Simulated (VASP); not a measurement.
Runs of VASP 6.6.1 on MgO. The structure is that of space group F-43m (No. 216), or close to it. The cells are those of the table. 

```tsv
task	level	potentials or basis	cell	smearing	gap on the mesh (eV)	pressure (GPa)
single point	LDA	VASP PAW LDA potentials, release 64 (Mg, O)	a = 3.262 Å, angles 60.0°, 2 atoms	gaussian 0.02 eV	3.37	(b)
single point	PBE	VASP PAW PBE potentials, release 64 (Mg, O)	a = 3.266 Å, angles 60.0°, 2 atoms	gaussian 0.1 eV	3.44	-1.0
single point	PBE	VASP PAW PBE potentials, release 64 (Mg, O)	a = 3.262 Å, angles 60.0°, 2 atoms	gaussian 0.02 eV	3.47	-0.6
relaxation of cell and atoms	PBE	VASP PAW PBE potentials, release 64 (Mg, O)	relaxed from a = 3.266 Å, angles 60.0°, 2 atoms	gaussian 0.02 eV	(a)	0.0
```

Alike in all rows: no spin polarisation; k mesh 8 × 8 × 8; cutoff (eV) 600.

**Question.** Fill in the values left out.

**Answer.** (a) 3.49; (b) -8.4.

Caveats: the cell stands under tension (at least some runs).

